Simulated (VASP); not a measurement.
## BaTiO3: electric field gradients with PBE

BaTiO3:

```
Ba Ti O
1.0
     4.07825    0.00000    0.00000
     0.00000    4.07825    0.00000
     0.00000    0.00000    4.09680
Ba Ti O
1 1 3
Direct
  0.00000 0.00000 0.00000
  0.50000 0.50000 0.48200
  0.50000 0.50000 0.01600
  0.50000 0.00000 0.51500
  0.00000 0.50000 0.51500
```

```
Program                : VASP 6.6.1
Task                   : electric field gradients
Functional             : PBE
Potentials or basis    : VASP PAW PBE potentials, release 64 (Ba_sv, Ti_sv, O_h)
Cutoff                 : 1000 eV
k mesh                 : 7 × 7 × 7
Occupations            : fermi-dirac, width 0.08 eV
Spin                   : no spin polarisation
Dipole correction      : no
Further INCAR settings : ALGO = Normal; EDIFF = 1e-08; NBANDS = 28
```

```json
{"Pressure": "-4.7 GPa", "Largest force": "0.717 eV/Å", "Band gap on the k mesh": "1.75 eV (least direct gap 2.02 eV)", "Largest electric field gradient by atom": "Ba -4.4; Ti -1.9; O +21.3, +32.2 (each value once) V/Å²"}
```

Forces on the atoms (eV/Å):
```
Ba   0.000  0.000 -0.098
Ti   0.000  0.000 -0.257
O    0.000  0.000  0.717
O    0.000  0.000 -0.181
O    0.000  0.000 -0.181
```

Stress tensor (GPa, compression positive):
```
-5.05  0.00  0.00
 0.00 -5.05  0.00
 0.00  0.00 -3.91
```

Levels at points of the mesh, in eV from the valence-band top:
```csv
k point,band 16,band 17,band 18,band 19,band 20,band 21,band 22,band 23,band 24,band 25
"(0.00, 0.00, 0.00)",-1.11,-0.97,-0.31,-0.27,-0.27,1.75,2.03,2.03,3.69,3.83
```

Electric field gradients, principal values (V/Å²):
```csv
atom,least,middle,greatest (by size)
1 Ba,2.198,2.198,-4.397
2 Ti,0.956,0.956,-1.913
3 O,-10.628,-10.628,21.256
4 O,-15.665,-16.526,32.190
5 O,-15.665,-16.526,32.190
```

It took 3.7 min on 1 thread of Intel(R) Xeon(R) Platinum 8259CL CPU @ 2.50GHz (Skylake/Cascade Lake) (shared host), peak memory 0.4 GiB.

Caveat: the cell stands under tension; without QUAD_EFG the Cq values of the log hold for a quadrupole moment of 1 mb, not for the nuclei; spin-orbit coupling is left out, which moves the levels of the heavy elements. A k mesh can miss the band edges.
